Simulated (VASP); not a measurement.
# Si (I4/mmm) in VASP: further runs

Si is run at these levels: r2SCAN; tasks: single point.

All numbers are computed with VASP 6.6.1; they aren't measurements. Logs are shortened: lines on timing, memory, paths and dates and some standing lists are left out, and cuts for length are marked.

**1. The cell of the first run**

Symmetry: I4/mmm, No. 139, tetragonal system. Conventional cell: a = 3.303 Å, b = 3.303 Å, c = 2.601 Å, α = 90.00°, β = 90.00°, γ = 90.00°. Si (site symmetry 4/mmm) has 14 Si at 2.60 to 3.30 Å within 3.4 Å.

**2. Single point, r2SCAN (strain +0.015 along x and y, -0.015 along z)**

POSCAR

```
Si
1.0
   -1.6513186540      1.6513186540      1.3005249022
    1.6513186540     -1.6513186540      1.3005249022
    1.6513186540      1.6513186540     -1.3005249022
Si
1
Direct
    0.0000000000      0.0000000000      0.0000000000
```

INCAR.step1

```
ALGO = Normal ; EDIFF = 1E-4
ENCUT = 520 ; GGA = PE
ISMEAR = 0 ; LASPH = True
LCHARG = False ; LREAL = False
LWAVE = True ; NBANDS = 8
NELM = 80 ; PREC = Accurate
SIGMA = 0.15
```

INCAR.step2

```
ALGO = Normal ; EDIFF = 1E-7
ENCUT = 520 ; ISIF = 2
ISMEAR = 0 ; ISTART = 1
LASPH = True ; LCHARG = True
LELF = True ; LMIXTAU = True
LREAL = False ; LVHAR = True
LWAVE = False ; METAGGA = R2SCAN
NBANDS = 8 ; NELM = 80
PREC = Accurate ; SIGMA = 0.15
```

KPOINTS

```
k-points
0
Gamma
  22 22 22
```

Potentials or basis: VASP PAW PBE potentials, release 64 (Si).

The run is started by

```
$ cat potpaw_PBE.64/Si/POTCAR > POTCAR
$ cp INCAR.step1 INCAR
$ mpirun -np 1 vasp_std > vasp.out
$ cp INCAR.step2 INCAR
$ mpirun -np 1 vasp_std > vasp.out
```

OUTCAR:

```text
EDIFF = 1E-7
   ENCUT = 520
   ISIF = 2
   ISMEAR = 0
   ISTART = 1
   LASPH = True
   LREAL = False
   METAGGA = R2SCAN
   NELM = 80
   PREC = Accurate

 ion  position               nearest neighbor table
   1  0.000  0.000  0.000-

  LATTYP: Found a body centered tetragonal cell.
 ALAT       =     3.3026373080
 C/A-ratio  =     0.7875674989

  Lattice vectors:

 A1 = (  -1.6513186540,   1.6513186540,   1.3005249022)
 A2 = (   1.6513186540,  -1.6513186540,   1.3005249022)
 A3 = (   1.6513186540,   1.6513186540,  -1.3005249022)

Analysis of symmetry for initial positions (statically):
=====================================================================
 Subroutine PRICEL returns:
 Original cell was already a primitive cell.

 Routine SETGRP: Setting up the symmetry group for a
 body centered tetragonal supercell.

 Subroutine GETGRP returns: Found 16 space group operations
 (whereof 16 operations were pure point group operations)
 out of a pool of 16 trial point group operations.

The static configuration has the point symmetry D_4h.

Analysis of symmetry for dynamics (positions and initial velocities):
=====================================================================
 Subroutine PRICEL returns:
 Original cell was already a primitive cell.

 Routine SETGRP: Setting up the symmetry group for a
 body centered tetragonal supercell.

 Subroutine GETGRP returns: Found 16 space group operations
 (whereof 16 operations were pure point group operations)
 out of a pool of 16 trial point group operations.

The dynamic configuration has the point symmetry D_4h.

 Subroutine INISYM returns: Found 16 space group operations
 (whereof 16 operations are pure point group operations),
 and found     1 'primitive' translations

----------------------------------------------------------------------------------------

                                     Primitive cell

  volume of cell :      14.1854

  direct lattice vectors                    reciprocal lattice vectors
    -1.651318654  1.651318654  1.300524902     0.000000000  0.302788319  0.384460151
     1.651318654 -1.651318654  1.300524902     0.302788319  0.000000000  0.384460151
     1.651318654  1.651318654 -1.300524902     0.302788319  0.302788319  0.000000000

  length of vectors
     2.673026677  2.673026677  2.673026677     0.489377537  0.489377537  0.428207348

  position of ions in fractional coordinates (direct lattice)
     0.000000000  0.000000000  0.000000000

  ion indices of the primitive-cell ions
   primitive index   ion index
                 1           1

----------------------------------------------------------------------------------------

 KPOINTS: k-points

Automatic generation of k-mesh.
 Grid dimensions read from file:
 generate k-points for:   22   22   22

 Generating k-lattice:

  Cartesian coordinates                     Fractional coordinates (reciprocal lattice)
     0.000000000  0.013763105  0.017475461     0.045454545 -0.000000000  0.000000000
     0.013763105  0.000000000  0.017475461    -0.000000000  0.045454545  0.000000000
     0.013763105  0.013763105  0.000000000     0.000000000  0.000000000  0.045454545

  Length of vectors
     0.022244434  0.022244434  0.019463970

  Shift w.r.t. Gamma in fractional coordinates (k-lattice)
     0.000000000  0.000000000  0.000000000

 Subroutine IBZKPT returns following result:
 ===========================================

 Found    834 irreducible k-points:

 Following reciprocal coordinates:
            Coordinates               Weight
  0.000000  0.000000  0.000000      1.000000
  0.045455  0.000000  0.000000      8.000000
  0.090909  0.000000  0.000000      8.000000
  0.136364  0.000000  0.000000      8.000000
  0.181818  0.000000  0.000000      8.000000
  0.227273  0.000000 -0.000000      8.000000
[... 16 lines left out ...]
  0.500000  0.045455  0.000000     16.000000
 -0.454545  0.045455  0.000000     16.000000
 [... further k-points ...]
   k-points           NKPTS =    834   k-points in BZ     NKDIM =    834   number of bands    NBANDS=      8
   number of dos      NEDOS =    301   number of ions     NIONS =      1
   total plane-waves  NPLWV =   8000
   dimension x,y,z NGX =    20 NGY =   20 NGZ =   20
   dimension x,y,z NGXF=    40 NGYF=   40 NGZF=   40
   ions per type =               1
   NGX,Y,Z   is equivalent  to a cutoff of  12.44, 12.44, 12.44 a.u.
   NGXF,Y,Z  is equivalent  to a cutoff of  24.88, 24.88, 24.88 a.u.
 SYSTEM =  unknown system
   PREC   = accura    normal or accurate (medium, high low for compatibility)
   ISTART =      1    job   : 0-new  1-cont  2-samecut
   ICHARG =      0    charge: 1-file 2-atom 10-const
   ISPIN  =      1    spin polarized calculation?
   LNONCOLLINEAR =      F non collinear calculations
   LSORBIT =      F    spin-orbit coupling
   LASPH  =      T    aspherical Exc in radial PAW
   ENCUT  =  520.0 eV  38.22 Ry    6.18 a.u.   4.97  4.97  4.97*2*pi/ulx,y,z
   NELM   =     80;   NELMIN=  2; NELMDL=  0     # of ELM steps
   EDIFF  = 0.1E-06   stopping-criterion for ELM
   LREAL  =      F    real-space projection
   EDIFFG = 0.1E-05   stopping-criterion for IOM
   NSW    =      0    number of steps for IOM
   IBRION =     -1    ionic relax: 0-MD 1-quasi-New 2-CG
   NFREE  =      0    steps in history (QN), initial steepest desc. (CG)
   ISIF   =      2    stress and relaxation
   ISYM   =      2    0-nonsym 1-usesym 2-fastsym
   POTIM  = 0.5000    time-step for ionic-motion
   TEBEG  =    0.0;   TEEND  =   0.0 temperature during run
   PSTRESS=    0.0 pullay stress
   NELECT =       4.0000    total number of electrons
   NUPDOWN=      -1.0000    fix difference up-down
   EMIN   =  10.00;   EMAX   =-10.00  energy-range for DOS
   EFERMI =   0.00;   METHOD = LEGACY
   ISMEAR =     0;   SIGMA  =   0.15  broadening in eV -4-tet -1-fermi 0-gaus
   EFERMI_NEDOS =   21; number of points for ismear=-14 and -15
   IALGO  =     38    algorithm
   IMIX   =      4    mixing-type and parameters
     AMIX     =   0.40;   BMIX     =  1.00
     AMIX_MAG =   1.60;   BMIX_MAG =  1.00
  volume/ion in A,a.u.               =      14.19        95.73
  Fermi-wavevector in a.u.,A,eV,Ry     =   1.073531  2.028680 15.680297  1.152469
  Thomas-Fermi vector in A             =   2.209333
   LORBIT       =      0    0 simple, 1 ext, 2 COOP (PROOUT), +10 PAW based schemes
   METAGGA = R2SCAN    functional components
   LHFCALC =     F    Hartree Fock is set to
   AEXX    =    0.0000 exact exchange contribution
   IVDW    =     0    specifies the selected vdW correction
   LEPSILON=     F    determine dielectric tensor
   LRPA    =     F    only Hartree local field effects (RPA)
 non-spin polarized calculation
 Gauss-broadening in eV      SIGMA  =   0.15
  energy-cutoff  :      520.00
  volume of cell :       14.19
 maximum number of plane-waves:       401
   NGX =  9   NGY =  9   NGZ =  9

 number of electron       4.0000000 magnetization

 Free energy of the ion-electron system (eV)
  ---------------------------------------------------
  ext. energy  EPLUGINS =         0.00000000
  ---------------------------------------------------
  free energy    TOTEN  =        -8.09669136 eV

  energy without entropy =       -8.09238660  energy(sigma->0) =       -8.09453898

 E-fermi :  10.4302     XC(G=0): -12.0051

 val. band max:       10.4298592048   @ k =  -0.2273  -0.2727   0.1364
 cond. band min:      10.4360481365   @ k =  -0.2727  -0.3636   0.2727
 fundamental gap:      0.0061889317
 Fermi energy:        10.4301589069

 k-point     1 :       0.0000    0.0000    0.0000
  band No.  band energies     occupation
      1      -5.0967      2.00000
      2      20.0540      0.00000
      3      20.6806      0.00000
      4      20.6806      0.00000
      5      23.7554      0.00000
      6      25.6866      0.00000
      7      27.0303      0.00000
      8      27.0303      0.00000

 k-point     2 :       0.0455    0.0000    0.0000
  band No.  band energies     occupation
      1      -5.0204      2.00000
      2      19.2645      0.00000
      3      20.4622      0.00000
      4      21.5515      0.00000
      5      23.4715      0.00000
      6      25.6624      0.00000
      7      26.5249      0.00000
      8      26.8001      0.00000

 k-point     3 :       0.0909    0.0000    0.0000
  band No.  band energies     occupation
      1      -4.7915      2.00000
      2      18.3425      0.00000
      3      19.9564      0.00000
      4      22.2025      0.00000
      5      22.5984      0.00000
      6      25.6031      0.00000
      7      25.7582      0.00000
      8      26.6769      0.00000

 k-point     4 :       0.1364    0.0000    0.0000
  band No.  band energies     occupation
      1      -4.4106      2.00000
      2      17.5335      0.00000
      3      19.3703      0.00000
      4      20.2348      0.00000
      5      22.8342      0.00000
      6      25.2405      0.00000
      7      25.5007      0.00000
      8      27.5169      0.00000

 k-point     5 :       0.1818    0.0000    0.0000
  band No.  band energies     occupation
      1      -3.8785      2.00000
      2      16.8526      0.00000
      3      18.0251      0.00000
      4      18.8156      0.00000
      5      21.9535      0.00000
      6      24.4282      0.00000
      7      26.6829      0.00000
      8      28.7859      0.00000

 k-point     6 :       0.2273    0.0000   -0.0000
  band No.  band energies     occupation
      1      -3.1964      2.00000
      2      15.7747      0.00000
      3      16.3032      0.00000
      4      18.3286      0.00000
      5      20.8542      0.00000
      6      23.5416      0.00000
      7      28.3026      0.00000
      8      29.0034      0.00000

 k-point     7 :       0.2727    0.0000    0.0000
  band No.  band energies     occupation
      1      -2.3656      2.00000
      2      13.5600      0.00000
      3      15.8855      0.00000
      4      17.9329      0.00000
      5      19.8049      0.00000
      6      22.6770      0.00000
      7      28.9361      0.00000
      8      30.1040      0.00000
[... 133 lines left out ...]
 k-point    20 :       0.3636    0.0455    0.0000
  band No.  band energies     occupation
      1       0.5437      2.00000
      2       8.2205      2.00000
      3      15.5359      0.00000
      4      16.3001      0.00000
      5      18.5913      0.00000
      6      20.9648      0.00000
      7      28.2850      0.00000
      8      34.3028      0.00000

 k-point    21 :       0.4091    0.0455    0.0000
  band No.  band energies     occupation
      1       1.8872      2.00000
      2       6.3807      2.00000
      3      15.2547      0.00000
      4      16.0692      0.00000
      5      18.3537      0.00000
      6      20.7206      0.00000
      7      28.7170      0.00000
      8      34.3322      0.00000

 k-point    22 :       0.4545    0.0455   -0.0000
  band No.  band energies     occupation
      1       3.3184      2.00000
      2       4.7166      2.00000
      3      14.8977      0.00000
      4      16.1494      0.00000
      5      18.1851      0.00000
      6      20.6995      0.00000
      7      29.2252      0.00000
      8      33.6265      0.00000

 k-point    23 :       0.5000    0.0455    0.0000
  band No.  band energies     occupation
      1       2.9803      2.00000
      2       5.0874      2.00000
      3      14.6057      0.00000
      4      16.3860      0.00000
      5      18.1187      0.00000
      6      20.8879      0.00000
      7      29.7335      0.00000
      8      33.1604      0.00000

 k-point    24 :      -0.4545    0.0455    0.0000
  band No.  band energies     occupation
      1       1.5549      2.00000
      2       6.8111      2.00000
      3      14.4272      0.00000
      4      16.6921      0.00000
      5      18.2177      0.00000
      6      21.2607      0.00000
      7      30.1005      0.00000
      8      33.0819      0.00000

 [... further k-points ...]

------------------------ aborting loop because EDIFF is reached ----------------------------------------

  FORCE on cell =-STRESS in cart. coord.  units (eV):
  Direction    XX          YY          ZZ          XY          YZ          ZX
  --------------------------------------------------------------------------------------
  -------------------------------------------------------------------------------------
  Total       -0.0637960     -0.0637960     -0.1577708      0.0000000      0.0000000      0.0000000
  in kB       -7.2054962     -7.2054962    -17.8195541      0.0000000      0.0000000      0.0000000
  external PRESSURE =     -10.7435155 kB  Pullay stress =       0.0000000 kB

 VOLUME and BASIS-vectors are now :
 -----------------------------------------------------------------------------
  energy-cutoff  :      520.00
  volume of cell :       14.19
      direct lattice vectors                 reciprocal lattice vectors
    -1.651318654  1.651318654  1.300524902     0.000000000  0.302788319  0.384460151
     1.651318654 -1.651318654  1.300524902     0.302788319  0.000000000  0.384460151
     1.651318654  1.651318654 -1.300524902     0.302788319  0.302788319  0.000000000

 POSITION                                       TOTAL-FORCE (eV/Angst)
 -----------------------------------------------------------------------------------
      0.00000      0.00000      0.00000         0.000000      0.000000     -0.000000
 -----------------------------------------------------------------------------------
    total drift:                                0.000000      0.000000     -0.000000

  FREE ENERGIE OF THE ION-ELECTRON SYSTEM (eV)
  ---------------------------------------------------
  free  energy   TOTEN  =        -8.0966913593 eV

  energy  without entropy=       -8.0923865988  energy(sigma->0) =       -8.09453898
```

It took 6.3 min on 1 thread of Intel Xeon 8259CL, shared host; peak memory 0.19 GiB.

What came out:

```
Free energy            : -8.0967 eV
Pressure               : -1.1 GPa
Band gap on the k mesh : zero (bands 2 and 3 overlap by 13.49 eV)
```

Levels at points of the mesh, in eV from the Fermi level:
```
           k point  band 1  band 2  band 3  band 4  band 5  band 6  band 7
(0.00, 0.00, 0.00)  -15.53    9.62   10.25   10.25   13.33   15.26   16.60
(0.50, 0.00, 0.00)   -6.80   -6.13    4.98    6.42    6.78    9.88   19.49
(0.50, 0.50, 0.00)   -9.20   -7.90   10.27   12.55   12.73   12.86   17.67
(0.50, 0.50, 0.50)   -2.88   -2.88   -1.91    1.22    5.30    7.75   26.87
```

Caveat: the cell differs from its parent crystal (strain +0.015 along x and y, -0.015 along z); the PAW data sets were made with another functional, which shifts forces and pressure a little.

**3. Single point, r2SCAN (strain +0.000 along x and y, +0.030 along z)**

POSCAR

```
Si
1.0
   -1.6269149300      1.6269149300      1.3599397455
    1.6269149300     -1.6269149300      1.3599397455
    1.6269149300      1.6269149300     -1.3599397455
Si
1
Direct
    0.0000000000      0.0000000000      0.0000000000
```

INCAR.step1

```
SYSTEM = Si
PREC = Accurate ; ENCUT = 520
ISMEAR = 0 ; SIGMA = 0.15
LREAL = .FALSE. ; LASPH = .TRUE.
NELM = 60 ; NBANDS = 8
GGA = PE ; ALGO = Normal
EDIFF = 1E-4 ; LWAVE = .TRUE.
LCHARG = .FALSE.
```

INCAR.step2

```
SYSTEM = Si
PREC = Accurate ; ENCUT = 520
EDIFF = 1E-6 ; ISMEAR = 0
SIGMA = 0.15 ; LREAL = .FALSE.
LASPH = .TRUE. ; NELM = 60
ALGO = Normal ; ISIF = 2
LWAVE = .FALSE. ; LCHARG = .FALSE.
METAGGA = R2SCAN ; LMIXTAU = .TRUE.
NBANDS = 8 ; ISTART = 1
```

KPOINTS

```
Automatic mesh
0
G
  22 22 22
  0 0 0
```

Potentials or basis: VASP PAW PBE potentials, release 64 (Si).

The run is started by

```
$ cat potpaw_PBE.64/Si/POTCAR > POTCAR
$ cp INCAR.step1 INCAR
$ mpirun -np 1 vasp_std > vasp.out
$ cp INCAR.step2 INCAR
$ mpirun -np 1 vasp_std > vasp.out
```

OUTCAR:

```text
SYSTEM = Si
   PREC = Accurate
   ENCUT = 520
   EDIFF = 1E-6
   ISMEAR = 0
   LREAL = .FALSE.
   LASPH = .TRUE.
   NELM = 60
   ISIF = 2
   METAGGA = R2SCAN
   ISTART = 1

 ion  position               nearest neighbor table
   1  0.000  0.000  0.000-

  LATTYP: Found a body centered tetragonal cell.
 ALAT       =     3.2538298600
 C/A-ratio  =     0.8359009561

  Lattice vectors:

 A1 = (  -1.6269149300,   1.6269149300,   1.3599397455)
 A2 = (   1.6269149300,  -1.6269149300,   1.3599397455)
 A3 = (   1.6269149300,   1.6269149300,  -1.3599397455)

Analysis of symmetry for initial positions (statically):
=====================================================================
 Subroutine PRICEL returns:
 Original cell was already a primitive cell.

 Routine SETGRP: Setting up the symmetry group for a
 body centered tetragonal supercell.

 Subroutine GETGRP returns: Found 16 space group operations
 (whereof 16 operations were pure point group operations)
 out of a pool of 16 trial point group operations.

The static configuration has the point symmetry D_4h.

Analysis of symmetry for dynamics (positions and initial velocities):
[... 163 lines left out ...]

 k-point     1 :       0.0000    0.0000    0.0000
  band No.  band energies     occupation
      1      -5.1422      2.00000
      2      20.6753      0.00000
      3      21.1424      0.00000
      4      21.1424      0.00000
      5      24.3448      0.00000
      6      24.4765      0.00000
      7      25.6977      0.00000
      8      25.6977      0.00000
[... 243 lines left out ...]
 k-point    24 :      -0.4545    0.0455   -0.0000
  band No.  band energies     occupation
      1       1.3027      2.00000
      2       6.2453      2.00000
      3      14.4970      0.00000
      4      16.6493      0.00000
      5      18.3388      0.00000
      6      21.0381      0.00000
      7      30.3458      0.00000
      8      33.3328      0.00000

 [... further k-points ...]

------------------------ aborting loop because EDIFF is reached ----------------------------------------

  FORCE on cell =-STRESS in cart. coord.  units (eV):
  Direction    XX          YY          ZZ          XY          YZ          ZX
  --------------------------------------------------------------------------------------
  -------------------------------------------------------------------------------------
  Total       -0.1004478     -0.1004478     -0.5406686      0.0000000     -0.0000000      0.0000000
  in kB      -11.1774240    -11.1774240    -60.1634000      0.0000000     -0.0000000      0.0000000
  external PRESSURE =     -27.5060827 kB  Pullay stress =       0.0000000 kB

 VOLUME and BASIS-vectors are now :
 -----------------------------------------------------------------------------
  energy-cutoff  :      520.00
  volume of cell :       14.40
      direct lattice vectors                 reciprocal lattice vectors
    -1.626914930  1.626914930  1.359939745     0.000000000  0.307330144  0.367663348
     1.626914930 -1.626914930  1.359939745     0.307330144  0.000000000  0.367663348
     1.626914930  1.626914930 -1.359939745     0.307330144  0.307330144  0.000000000

 POSITION                                       TOTAL-FORCE (eV/Angst)
 -----------------------------------------------------------------------------------
      0.00000      0.00000      0.00000        -0.000000      0.000000      0.000000
 -----------------------------------------------------------------------------------
    total drift:                                0.000000      0.000000     -0.000000

  FREE ENERGIE OF THE ION-ELECTRON SYSTEM (eV)
  ---------------------------------------------------
  free  energy   TOTEN  =        -8.0840070292 eV

  energy  without entropy=       -8.0792188464  energy(sigma->0) =       -8.08161294
```

OUTCAR.step1:

```text
SYSTEM = Si
   PREC = Accurate
   ENCUT = 520
   ISMEAR = 0
   LREAL = .FALSE.
   LASPH = .TRUE.
   NELM = 60
[... 481 lines left out ...]
 -----------------------------------------------------------------------------------
      0.00000      0.00000      0.00000         0.000000     -0.000000      0.000000
 -----------------------------------------------------------------------------------
    total drift:                                0.000000      0.000000     -0.000000

  FREE ENERGIE OF THE ION-ELECTRON SYSTEM (eV)
  ---------------------------------------------------
  free  energy   TOTEN  =        -4.9398502458 eV

  energy  without entropy=       -4.9348980778  energy(sigma->0) =       -4.93737416
```

Wall time 4.6 min (1 thread of Intel Xeon 8259CL, shared host); peak memory 0.19 GiB.

Results:

* Free energy: -8.0840 eV
* Pressure: -2.8 GPa
* Band gap on the k mesh: zero (bands 2 and 3 overlap by 14.74 eV)

Caveat: the cell differs from its parent crystal (strain +0.000 along x and y, +0.030 along z); the PAW data sets were made with another functional, which shifts forces and pressure a little.
